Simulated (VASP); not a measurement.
In2Sb, 6 atoms in the cell. Symmetry: P6_3/mmc, No. 194, hexagonal system. Conventional cell: a = 5.380 Å, b = 5.380 Å, c = 6.723 Å, α = 90.00°, β = 90.00°, γ = 120.00°. In (site symmetry -6m2) has 5 Sb at 3.11 to 3.36 Å and 6 In at 3.53 Å within 4.1 Å. Within 4.4 Å of In (site symmetry -3m) lie 8 In at 3.36 to 3.53 Å and 6 Sb at 3.53 Å. Within 4.1 Å of Sb (site symmetry -6m2) lie 11 In at 3.11 to 3.53 Å. 

* Program: VASP 6.6.1
* Task: single point
* Functional: PBEsol
* Potentials or basis: VASP PAW PBE potentials, release 64 (In_d, Sb)
* Cutoff: 520 eV
* k mesh: 6 × 6 × 4
* Occupations: gaussian, width 0.1 eV
* Spin: no spin polarisation
* Dipole correction: no
* Further INCAR settings: ALGO = Fast; EDIFF = 1e-06; NBANDS = 40

Potentials or basis: VASP PAW PBE potentials, release 64 (In_d, Sb).

Command:

```bash
$ cat potpaw_PBE.64/In_d/POTCAR potpaw_PBE.64/Sb/POTCAR > POTCAR
$ mpirun -np 1 vasp_std > vasp.out
```

Hardware: 1 thread of Intel Xeon 8259CL (shared host).

Question: Estimate the wall time of this run.

Answer: It took 4 min on 1 thread of Intel Xeon 8259CL, with other jobs on the host, peak memory 0.33 GiB. Counts: scf iterations 16, k points 21.
